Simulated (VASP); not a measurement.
Crystal: Li3H2.

```
Li H
1.0
     3.66974    0.00000    0.00000
    -1.34646    3.44565    0.00000
    -1.23205   -0.93319    4.68250
Li H
3 2
Direct
  0.39009 0.67315 0.50396
  0.63555 0.10153 0.27052
  0.96478 0.91304 0.93065
  0.04237 0.30393 0.78409
  0.23578 0.18614 0.30060
```

The cell was built from a structure type or drawn by symmetry, and may not be a known phase.

- Program: VASP 6.6.1
- Task: relaxation of cell and atoms
- Functional: PBE
- Potentials or basis: VASP PAW PBE potentials, release 64 (Li_sv, H)
- Cutoff: 600 eV
- k mesh: 5 × 5 × 4
- Occupations: gaussian, width 0.2 eV
- Spin: no spin polarisation

At the start: pressure 2.2 GPa; volume 11.84 Å³/atom.

Task: Where does the relaxation end?

Result: Over 20 steps the energy falls by 439.4 meV/atom and the volume is 9.85 Å³/atom (-16.8 %); space group P1 (No. 1, to 0.1 Å) before, P-1 (No. 2, to 0.1 Å).

The path:
| step | energy change (eV) | largest force (eV/Å) | pressure (GPa) | volume (Å³) |
| --- | --- | --- | --- | --- |
| 1 | 0.0000 | 1.6030 | 2.22 | 59.21 |
| 2 | -0.3689 | 1.0486 | 0.78 | 60.61 |
| 3 | -0.7785 | 0.6370 | -0.89 | 63.68 |
| 4 | -0.8165 | 0.7067 | -1.04 | 64.71 |
| 5 | -1.0678 | 0.5358 | -1.46 | 64.18 |
| 6 | -1.4042 | 0.4571 | -1.78 | 62.42 |
| 7 | -1.4396 | 0.5769 | -1.68 | 61.48 |
| 8 | -1.6367 | 0.4256 | -1.20 | 58.10 |
| 9 | -1.7106 | 0.4523 | -0.25 | 55.32 |
| 10 | -1.7128 | 0.5169 | -0.01 | 54.81 |
| 11 | -1.8052 | 0.3831 | 0.02 | 53.66 |
| 12 | -1.8460 | 0.6693 | 0.30 | 52.27 |
| 13 | -1.9147 | 0.5249 | -0.02 | 51.88 |
| 14 | -1.9956 | 0.6440 | -0.51 | 50.48 |
| 15 | -1.9977 | 0.5879 | -0.49 | 50.72 |
| 16 | -2.0624 | 0.5041 | -0.37 | 50.13 |
| 17 | -2.1597 | 0.1711 | 0.43 | 48.31 |
| 18 | -2.1885 | 0.1035 | 0.28 | 48.68 |
| 19 | -2.1934 | 0.1027 | 0.24 | 48.89 |
| 20 | -2.1969 | 0.0444 | -0.03 | 49.25 |

Final structure:
```cif
data_structure
_symmetry_space_group_name_H-M 'P 1'
_symmetry_Int_Tables_number 1
_cell_length_a 4.0643
_cell_length_b 2.7972
_cell_length_c 4.9766
_cell_angle_alpha 74.415
_cell_angle_beta 114.689
_cell_angle_gamma 91.266
_cell_volume 49.25
loop_
_atom_site_label
_atom_site_type_symbol
_atom_site_fract_x
_atom_site_fract_y
_atom_site_fract_z
_atom_site_occupancy
Li1 Li 0.36953 0.51857 0.59323 1
Li2 Li 0.73432 0.14627 0.32397 1
Li3 Li 0.05047 0.84057 0.95835 1
H1 H 0.89076 0.50858 0.62369 1
H2 H 0.22349 0.16381 0.29057 1
```

Caveat: the k points lie up to 0.47 Å⁻¹ apart in the final cell, too coarse for converged energies and pressures of a metal; the cutoff is under 1.25 times the usual one of these potentials, so pressure, stress and relaxed cells hold a basis-set (Pulay) error; the volume moved by over 15 % at a fixed basis, so the end points are rough; the relaxation stopped at a loose force limit of 0.08 eV/Å, so its end isn't a converged minimum.
